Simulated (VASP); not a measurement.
Crystal: Ir.

```
Ir
1.0
     2.70524    0.00000    0.00000
    -1.35262    2.34281    0.00000
     0.00000    0.00000    4.38624
Ir
2
Cartesian
  1.3526 0.7809 3.2897
  0.0000 1.5619 1.0966
```

Base run:

* Program: VASP 6.6.1
* Functional: LDA
* Potentials or basis: VASP PAW LDA potentials, release 64 (Ir)
* Cutoff: 520 eV
* k mesh: 21 × 21 × 12
* Occupations: gaussian, width 0.15 eV
* Spin: no spin polarisation

Its results: band gap on the k mesh zero (band 9 reaches 11.77 eV, above the bottom of band 10 at 8.32 eV); pressure 2.7 GPa.

Q: The run is repeated on the same cell with these changes: potentials or basis from VASP PAW LDA potentials, release 64 (Ir) to VASP PAW LDA potentials, release 64 (Ir_sv_GW); cutoff from 520 eV to 500 eV; further incar settings from ALGO = Fast; EDIFF = 1e-06; NBANDS = 16 to ALGO = Normal; EDIFF = 1e-06; NBANDS = 24; valence electrons from 18 to 34. What comes out?

A: Band gap on the k mesh zero (band 17 reaches 14.16 eV, above the bottom of band 18 at 10.71 eV); pressure -1.7 GPa.

Caveats: spin-orbit coupling is left out, which moves the levels of the heavy elements.
